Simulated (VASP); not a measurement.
# Pd (I4/mmm) in VASP: a series of runs

Runs on Pd. Level: PBEsol. Tasks: single point.

All numbers are computed with VASP 6.6.1; they aren't measurements. Logs are shortened: lines on timing, memory, paths and dates and some standing lists are left out, and cuts for length are marked.

### 1 The cell of the first run

The structure is tetragonal, space group I4/mmm (No. 139). Conventional cell: a = 2.451 Å, b = 2.451 Å, c = 4.900 Å, α = 90.00°, β = 90.00°, γ = 90.00°. Pd (site symmetry 4/mmm) has 12 Pd at 2.45 to 3.00 Å within 3.2 Å.

### 2 Single point, PBEsol

INCAR reads:

```
ALGO = Fast
EDIFF = 1E-6
ENCUT = 520
GGA = PS
ISIF = 2
ISMEAR = 0
LASPH = True
LCHARG = False
LREAL = False
LWAVE = False
NBANDS = 11
NELM = 100
PREC = Accurate
SIGMA = 0.15
```

KPOINTS reads:

```
k-points
0
Gamma
  24 24 24
```

POSCAR reads:

```
Pd
1.0
    0.0000000000      1.7327961453      2.4501737494
    1.7327961453      0.0000000000      2.4501737494
    1.7327961453      1.7327961453      0.0000000000
Pd
1
Direct
    0.0000000000      0.0000000000      0.0000000000
```

Potentials or basis: VASP PAW PBE potentials, release 64 (Pd).

The run is started by

```console
$ cat potpaw_PBE.64/Pd/POTCAR > POTCAR
$ mpirun -np 1 vasp_std > vasp.out
```

OUTCAR:

```text
EDIFF = 1E-6
   ENCUT = 520
   GGA = PS
   ISIF = 2
   ISMEAR = 0
   LASPH = True
   LREAL = False
   NELM = 100
   PREC = Accurate

 ion  position               nearest neighbor table
   1  0.000  0.000  0.000-

  LATTYP: Found a body centered tetragonal cell.
 ALAT       =     2.4505438095
 C/A-ratio  =     1.9996979772

  Lattice vectors:

 A1 = (  -1.7327961453,   0.0000000000,   2.4501737494)
 A2 = (   1.7327961453,   0.0000000000,   2.4501737494)
 A3 = (   0.0000000000,   1.7327961453,  -2.4501737494)

Analysis of symmetry for initial positions (statically):
=====================================================================
 Subroutine PRICEL returns:
 Original cell was already a primitive cell.

 Routine SETGRP: Setting up the symmetry group for a
 body centered tetragonal supercell.

 Subroutine GETGRP returns: Found 16 space group operations
 (whereof 16 operations were pure point group operations)
 out of a pool of 16 trial point group operations.

The static configuration has the point symmetry D_4h.

Analysis of symmetry for dynamics (positions and initial velocities):
=====================================================================
 Subroutine PRICEL returns:
 Original cell was already a primitive cell.

 Routine SETGRP: Setting up the symmetry group for a
 body centered tetragonal supercell.

 Subroutine GETGRP returns: Found 16 space group operations
 (whereof 16 operations were pure point group operations)
 out of a pool of 16 trial point group operations.

The dynamic configuration has the point symmetry D_4h.

 Subroutine INISYM returns: Found 16 space group operations
 (whereof 16 operations are pure point group operations),
 and found     1 'primitive' translations

----------------------------------------------------------------------------------------

                                     Primitive cell

  volume of cell :      14.7137

  direct lattice vectors                    reciprocal lattice vectors
     0.000000000  1.732796145  2.450173749    -0.288550965  0.288550965  0.204067161
     1.732796145  0.000000000  2.450173749     0.288550965 -0.288550965  0.204067161
     1.732796145  1.732796145  0.000000000     0.288550965  0.288550965 -0.204067161

  length of vectors
     3.000988818  3.000988818  2.450543810     0.456252918  0.456252918  0.456252918

  position of ions in fractional coordinates (direct lattice)
     0.000000000  0.000000000  0.000000000

  ion indices of the primitive-cell ions
   primitive index   ion index
                 1           1

----------------------------------------------------------------------------------------

 KPOINTS: k-points

Automatic generation of k-mesh.
 Grid dimensions read from file:
 generate k-points for:   24   24   24

 Generating k-lattice:

  Cartesian coordinates                     Fractional coordinates (reciprocal lattice)
    -0.012022957  0.012022957  0.008502798     0.041666667  0.000000000  0.000000000
     0.012022957 -0.012022957  0.008502798     0.000000000  0.041666667  0.000000000
     0.012022957  0.012022957 -0.008502798    -0.000000000 -0.000000000  0.041666667

  Length of vectors
     0.019010538  0.019010538  0.019010538

  Shift w.r.t. Gamma in fractional coordinates (k-lattice)
     0.000000000  0.000000000  0.000000000

 Subroutine IBZKPT returns following result:
 ===========================================

 Found   1063 irreducible k-points:

 Following reciprocal coordinates:
            Coordinates               Weight
  0.000000  0.000000  0.000000      1.000000
  0.041667  0.000000  0.000000      8.000000
  0.083333  0.000000  0.000000      8.000000
  0.125000 -0.000000  0.000000      8.000000
  0.166667 -0.000000  0.000000      8.000000
  0.208333  0.000000  0.000000      8.000000
[... 16 lines left out ...]
  0.416667  0.041667  0.000000      8.000000
  0.458333  0.041667  0.000000      8.000000
 [... further k-points ...]
   k-points           NKPTS =   1063   k-points in BZ     NKDIM =   1063   number of bands    NBANDS=     11
   number of dos      NEDOS =    301   number of ions     NIONS =      1
   total plane-waves  NPLWV =  10368
   dimension x,y,z NGX =    24 NGY =   24 NGZ =   18
   dimension x,y,z NGXF=    48 NGYF=   48 NGZF=   36
   ions per type =               1
   NGX,Y,Z   is equivalent  to a cutoff of  13.30, 13.30, 12.21 a.u.
   NGXF,Y,Z  is equivalent  to a cutoff of  26.59, 26.59, 24.42 a.u.
 SYSTEM =  unknown system
   PREC   = accura    normal or accurate (medium, high low for compatibility)
   ISTART =      0    job   : 0-new  1-cont  2-samecut
   ICHARG =      2    charge: 1-file 2-atom 10-const
   ISPIN  =      1    spin polarized calculation?
   LNONCOLLINEAR =      F non collinear calculations
   LSORBIT =      F    spin-orbit coupling
   LASPH  =      T    aspherical Exc in radial PAW
   ENCUT  =  520.0 eV  38.22 Ry    6.18 a.u.   5.58  5.58  4.56*2*pi/ulx,y,z
   NELM   =    100;   NELMIN=  2; NELMDL= -5     # of ELM steps
   EDIFF  = 0.1E-05   stopping-criterion for ELM
   LREAL  =      F    real-space projection
   EDIFFG = 0.1E-04   stopping-criterion for IOM
   NSW    =      0    number of steps for IOM
   IBRION =     -1    ionic relax: 0-MD 1-quasi-New 2-CG
   NFREE  =      0    steps in history (QN), initial steepest desc. (CG)
   ISIF   =      2    stress and relaxation
   ISYM   =      2    0-nonsym 1-usesym 2-fastsym
   POTIM  = 0.5000    time-step for ionic-motion
   TEBEG  =    0.0;   TEEND  =   0.0 temperature during run
   PSTRESS=    0.0 pullay stress
   NELECT =      10.0000    total number of electrons
   NUPDOWN=      -1.0000    fix difference up-down
   EMIN   =  10.00;   EMAX   =-10.00  energy-range for DOS
   EFERMI =   0.00;   METHOD = LEGACY
   ISMEAR =     0;   SIGMA  =   0.15  broadening in eV -4-tet -1-fermi 0-gaus
   EFERMI_NEDOS =   21; number of points for ismear=-14 and -15
   IALGO  =     68    algorithm
   IMIX   =      4    mixing-type and parameters
     AMIX     =   0.40;   BMIX     =  1.00
     AMIX_MAG =   1.60;   BMIX_MAG =  1.00
  volume/ion in A,a.u.               =      14.71        99.29
  Fermi-wavevector in a.u.,A,eV,Ry     =   1.439354  2.719984 28.187725  2.071739
  Thomas-Fermi vector in A             =   2.558219
   LORBIT       =      0    0 simple, 1 ext, 2 COOP (PROOUT), +10 PAW based schemes
   GGA     = PS    functional components
   LHFCALC =     F    Hartree Fock is set to
   AEXX    =    0.0000 exact exchange contribution
   IVDW    =     0    specifies the selected vdW correction
   LEPSILON=     F    determine dielectric tensor
   LRPA    =     F    only Hartree local field effects (RPA)
 non-spin polarized calculation
 RMM-DIIS sequential band-by-band and
 Gauss-broadening in eV      SIGMA  =   0.15
  energy-cutoff  :      520.00
  volume of cell :       14.71
 maximum number of plane-waves:       417
   NGX = 11   NGY = 11   NGZ =  9

 number of electron      10.0000001 magnetization

 Free energy of the ion-electron system (eV)
  ---------------------------------------------------
  ext. energy  EPLUGINS =         0.00000000
  ---------------------------------------------------
  free energy    TOTEN  =        -5.53548314 eV

  energy without entropy =       -5.51792202  energy(sigma->0) =       -5.52670258

 E-fermi :   9.7230     XC(G=0): -13.3415

 val. band max:        9.7213795064   @ k =   0.4583   0.3750   0.0000
 cond. band min:       9.7240993890   @ k =  -0.4167   0.0833   0.2083
 fundamental gap:      0.0027198826
 Fermi energy:         9.7229995071

 k-point     1 :       0.0000    0.0000    0.0000
  band No.  band energies     occupation
      1       2.4644      2.00000
      2       4.5785      2.00000
      3       6.2531      2.00000
      4       8.4083      2.00000
      5       8.4083      2.00000
      6       9.9642      0.02297
      7      26.0936      0.00000
      8      28.6223      0.00000
      9      34.1457      0.00000
     10      34.1457      0.00000
     11      35.2293      0.00000

 k-point     2 :       0.0417    0.0000    0.0000
  band No.  band energies     occupation
      1       2.5323      2.00000
      2       4.6144      2.00000
      3       6.2743      2.00000
      4       8.3546      2.00000
      5       8.4242      2.00000
      6       9.9261      0.05547
      7      26.1500      0.00000
      8      28.6574      0.00000
      9      33.4141      0.00000
     10      34.2333      0.00000
     11      35.4491      0.00000

 k-point     3 :       0.0833    0.0000    0.0000
  band No.  band energies     occupation
      1       2.7299      2.00000
      2       4.7208      2.00000
      3       6.3372      2.00000
      4       8.2065      2.00000
      5       8.4706      2.00000
      6       9.8164      0.37843
      7      26.2942      0.00000
      8      28.7156      0.00000
      9      32.2550      0.00000
     10      34.4818      0.00000
     11      34.5589      0.00000

 k-point     4 :       0.1250   -0.0000    0.0000
  band No.  band energies     occupation
      1       3.0379      2.00000
      2       4.8947      2.00000
      3       6.4374      2.00000
      4       8.0051      2.00000
      5       8.5429      2.00000
      6       9.6480      1.52074
      7      26.4500      0.00000
      8      28.5920      0.00000
      9      31.1467      0.00000
     10      33.5419      0.00000
     11      34.8471      0.00000
[... 239 lines left out ...]
 k-point    22 :       0.3750    0.0417    0.0000
  band No.  band energies     occupation
      1       4.4635      2.00000
      2       5.5025      2.00000
      3       8.3381      2.00000
      4       8.3501      2.00000
      5       9.0605      2.00000
      6       9.3850      1.99856
      7      21.0659      0.00000
      8      23.8068      0.00000
      9      31.5509      0.00000
     10      33.4986      0.00000
     11      35.0207      0.00000

 k-point    23 :       0.4167    0.0417    0.0000
  band No.  band energies     occupation
      1       4.4765      2.00000
      2       5.4244      2.00000
      3       8.1658      2.00000
      4       9.1275      2.00000
      5       9.4674      1.98403
      6       9.5966      1.76649
      7      19.7001      0.00000
      8      23.3141      0.00000
      9      31.6033      0.00000
     10      33.2330      0.00000
     11      35.0847      0.00000

 k-point    24 :       0.4583    0.0417    0.0000
  band No.  band energies     occupation
      1       4.4558      2.00000
      2       5.3905      2.00000
      3       8.0340      2.00000
      4       9.4869      1.97399
      5       9.5250      1.93802
      6      10.4018      0.00000
      7      18.5833      0.00000
      8      22.9500      0.00000
      9      31.5578      0.00000
     10      32.9461      0.00000
     11      35.1743      0.00000

 [... further k-points ...]

------------------------ aborting loop because EDIFF is reached ----------------------------------------

  FORCE on cell =-STRESS in cart. coord.  units (eV):
  Direction    XX          YY          ZZ          XY          YZ          ZX
  --------------------------------------------------------------------------------------
  -------------------------------------------------------------------------------------
  Total        2.7384011      2.7384011     -1.9440185      0.0000000      0.0000000      0.0000000
  in kB      298.1850214    298.1850214   -211.6845414      0.0000000      0.0000000      0.0000000
  external PRESSURE =     128.2285005 kB  Pullay stress =       0.0000000 kB

 VOLUME and BASIS-vectors are now :
 -----------------------------------------------------------------------------
  energy-cutoff  :      520.00
  volume of cell :       14.71
      direct lattice vectors                 reciprocal lattice vectors
     0.000000000  1.732796145  2.450173749    -0.288550965  0.288550965  0.204067161
     1.732796145  0.000000000  2.450173749     0.288550965 -0.288550965  0.204067161
     1.732796145  1.732796145  0.000000000     0.288550965  0.288550965 -0.204067161

 POSITION                                       TOTAL-FORCE (eV/Angst)
 -----------------------------------------------------------------------------------
      0.00000      0.00000      0.00000         0.000000      0.000000      0.000000
 -----------------------------------------------------------------------------------
    total drift:                               -0.000000      0.000000     -0.000000

  FREE ENERGIE OF THE ION-ELECTRON SYSTEM (eV)
  ---------------------------------------------------
  free  energy   TOTEN  =        -5.5354831406 eV

  energy  without entropy=       -5.5179220183  energy(sigma->0) =       -5.52670258
```

Run time: 80 s. Hardware: 1 thread of Intel Xeon Platinum 8488C (Sapphire Rapids), shared host; peak memory 0.28 GiB.

What came out:

```yaml
Free_energy: -5.5355 eV
Pressure: 12.8 GPa
Band_gap_on_the_k_mesh: zero (bands 5 and 6 overlap by 2.96 eV)
```

Caveat: the cell stands under pressure; the PAW data sets were made with another functional, which shifts forces and pressure a little.

### 3 Single point, PBEsol

This run uses another cell than the first one, of the same volume but with other edges.

INCAR reads:

```
SYSTEM = Pd
ALGO = Fast ; EDIFF = 1E-7
ENCUT = 520 ; GGA = PS
ISIF = 2 ; ISMEAR = 0
LASPH = .TRUE. ; LCHARG = .FALSE.
LREAL = .FALSE. ; LWAVE = .FALSE.
NBANDS = 11 ; NELM = 100
PREC = Accurate ; SIGMA = 0.15
```

KPOINTS reads:

```
k-points
0
G
  24 24 24
  0 0 0
```

POSCAR reads:

```
Pd
1.0
    0.0000000000      2.0531671217      1.7451920534
    2.0531671217      0.0000000000      1.7451920534
    2.0531671217      2.0531671217      0.0000000000
Pd
1
Direct
    0.0000000000      0.0000000000      0.0000000000
```

Potentials or basis: VASP PAW PBE potentials, release 64 (Pd).

The run is started by

```console
$ cat potpaw_PBE.64/Pd/POTCAR > POTCAR
$ mpirun -np 1 vasp_std > vasp.out
```

Wall time 1.8 min (1 thread of Intel Xeon Platinum 8488C (Sapphire Rapids), shared host); peak memory 0.28 GiB.

The run converged. Its results:

```
Free energy            : -5.9447 eV
Pressure               : -1.7 GPa
Band gap on the k mesh : zero (bands 5 and 6 overlap by 1.74 eV)
```

Stress tensor (GPa, compression positive):
```
-3.04  0.00  0.00
 0.00 -3.04  0.00
 0.00  0.00  1.09
```

Levels at points of the mesh, in eV from the Fermi level:
| k point | band 2 | band 3 | band 4 | band 5 | band 6 | band 7 | band 8 | band 9 |
| --- | --- | --- | --- | --- | --- | --- | --- | --- |
| (0.00, 0.00, 0.00) | -3.16 | -3.16 | -2.05 | -1.87 | -0.69 | 17.61 | 20.63 | 20.63 |
| (0.50, 0.00, 0.00) | -3.60 | -2.06 | -0.38 | 0.36 | 1.01 | 7.44 | 15.97 | 19.45 |
| (0.50, 0.50, 0.00) | -5.18 | 0.02 | 0.32 | 0.32 | 5.69 | 11.19 | 11.19 | 13.86 |
| (0.50, 0.00, 0.50) | -4.94 | -0.24 | -0.20 | 0.64 | 2.27 | 9.36 | 13.84 | 14.99 |

Caveat: the PAW data sets were made with another functional, which shifts forces and pressure a little.

### 4 Single point, PBEsol

This run uses another cell than the first one, of the same volume but with other edges.

INCAR reads:

```
SYSTEM = Pd
PREC = Accurate ; ENCUT = 520
EDIFF = 1E-6 ; ISMEAR = 0
SIGMA = 0.15 ; LREAL = .FALSE.
LASPH = .TRUE. ; NELM = 80
ALGO = Fast ; ISIF = 2
LWAVE = .FALSE. ; LCHARG = .FALSE.
GGA = PS ; NBANDS = 11
```

KPOINTS reads:

```
regular mesh
0
G
  24 24 24
  0 0 0
```

POSCAR reads:

```
Pd
1.0
    0.0000000000      1.8302209726      2.1962651671
    1.8302209726      0.0000000000      2.1962651671
    1.8302209726      1.8302209726      0.0000000000
Pd
1
Direct
    0.0000000000      0.0000000000      0.0000000000
```

The run is started by

```console
$ cat potpaw_PBE.64/Pd/POTCAR > POTCAR
$ mpirun -np 1 vasp_std > vasp.out
```

Run time: 85 s. Hardware: 1 thread of Intel Xeon Platinum 8488C (Sapphire Rapids), shared host; peak memory 0.28 GiB.

It converged, with:

```
Free energy            : -5.8838 eV
Pressure               : 0.7 GPa
Band gap on the k mesh : zero (bands 5 and 6 overlap by 2.24 eV)
```

Stress tensor (GPa, compression positive):
```
  7.22   0.00   0.00
  0.00   7.22   0.00
  0.00   0.00 -12.29
```

Levels at points of the mesh, in eV from the Fermi level:
| k point | band 2 | band 3 | band 4 | band 5 | band 6 | band 7 | band 8 | band 9 |
| --- | --- | --- | --- | --- | --- | --- | --- | --- |
| (0.00, 0.00, 0.00) | -4.01 | -2.32 | -2.09 | -2.09 | -0.36 | 17.68 | 19.22 | 23.34 |
| (0.50, 0.00, 0.00) | -3.64 | -2.12 | -0.25 | 0.24 | 1.03 | 7.51 | 15.29 | 20.79 |
| (0.50, 0.50, 0.00) | -5.27 | 0.16 | 0.23 | 0.23 | 1.21 | 7.72 | 15.56 | 15.56 |
| (0.50, 0.00, 0.50) | -4.93 | -0.47 | -0.23 | 1.05 | 4.59 | 11.90 | 12.45 | 12.76 |

Caveat: the PAW data sets were made with another functional, which shifts forces and pressure a little.

### 5 Single point, PBEsol

This run uses another cell than the first one, of the same volume but with other edges.

INCAR reads:

```
SYSTEM = Pd
PREC = Accurate
ENCUT = 520
EDIFF = 1E-7
ISMEAR = 0
SIGMA = 0.15
LREAL = .FALSE.
LASPH = .TRUE.
NELM = 100
ALGO = Fast
ISIF = 2
LWAVE = .FALSE.
LCHARG = .TRUE.
GGA = PS
LELF = .TRUE.
LVHAR = .TRUE.
NBANDS = 11
```

KPOINTS reads:

```
Automatic mesh
0
G
  24 24 24
  0 0 0
```

POSCAR reads:

```
Pd
1.0
    0.0000000000      2.1128357763      1.6480119055
    2.1128357763      0.0000000000      1.6480119055
    2.1128357763      2.1128357763      0.0000000000
Pd
1
Direct
    0.0000000000      0.0000000000      0.0000000000
```

The run is started by

```console
$ cat potpaw_PBE.64/Pd/POTCAR > POTCAR
$ mpirun -np 1 vasp_std > vasp.out
```

Wall time 2 min (1 thread of Intel Xeon Platinum 8488C (Sapphire Rapids), shared host); peak memory 0.28 GiB.

The run converged. Its results:

```yaml
Free_energy: -5.9242 eV
Pressure: -1.2 GPa
Band_gap_on_the_k_mesh: zero (bands 5 and 6 overlap by 1.59 eV)
```

Stress tensor (GPa, compression positive):
```
-2.27  0.00  0.00
 0.00 -2.27  0.00
 0.00  0.00  1.03
```

Levels at points of the mesh, in eV from the Fermi level:
| k point | band 3 | band 4 | band 5 | band 6 | band 7 | band 8 |
| --- | --- | --- | --- | --- | --- | --- |
| (0.00, 0.00, 0.00) | -3.15 | -2.50 | -1.41 | -0.68 | 18.25 | 20.00 |
| (0.50, 0.00, 0.00) | -1.55 | -0.58 | 0.52 | 1.12 | 7.63 | 15.54 |
| (0.50, 0.50, 0.00) | 0.10 | 0.29 | 0.29 | 7.22 | 10.22 | 10.22 |
| (0.50, 0.00, 0.50) | -0.54 | -0.45 | 0.68 | 1.80 | 8.67 | 14.35 |

Caveat: the PAW data sets were made with another functional, which shifts forces and pressure a little.

### 6 Overview

| cell | further INCAR settings | gap on the mesh (eV) | pressure (GPa) |
| --- | --- | --- | --- |
| a = 3.001, b = 3.001, c = 2.451 Å, angles 65.9, 65.9, 48.2°, 1 atom | ALGO = Fast; EDIFF = 1e-06; NBANDS = 11 | none | 12.8 |
| a = 2.695, b = 2.695, c = 2.904 Å, angles 57.4, 57.4, 65.2°, 1 atom | ALGO = Fast; EDIFF = 1e-07; NBANDS = 11 | none | -1.7 |
| a = 2.859, b = 2.859, c = 2.588 Å, angles 63.1, 63.1, 53.8°, 1 atom | ALGO = Fast; EDIFF = 1e-06; NBANDS = 11 | none | 0.7 |
| a = 2.680, b = 2.680, c = 2.988 Å, angles 56.1, 56.1, 67.8°, 1 atom | ALGO = Fast; EDIFF = 1e-07; NBANDS = 11 | none | -1.2 |

Alike in all rows: task single point; level PBEsol; potentials or basis VASP PAW PBE potentials, release 64 (Pd); no spin polarisation; k mesh 24 × 24 × 24; cutoff (eV) 520; smearing gaussian 0.15 eV.

Caveats: the PAW data sets were made with another functional, which shifts forces and pressure a little; the cell stands under pressure (at least some runs).

Total energies depend on the potentials used, so only differences within one code and one set of settings carry meaning.
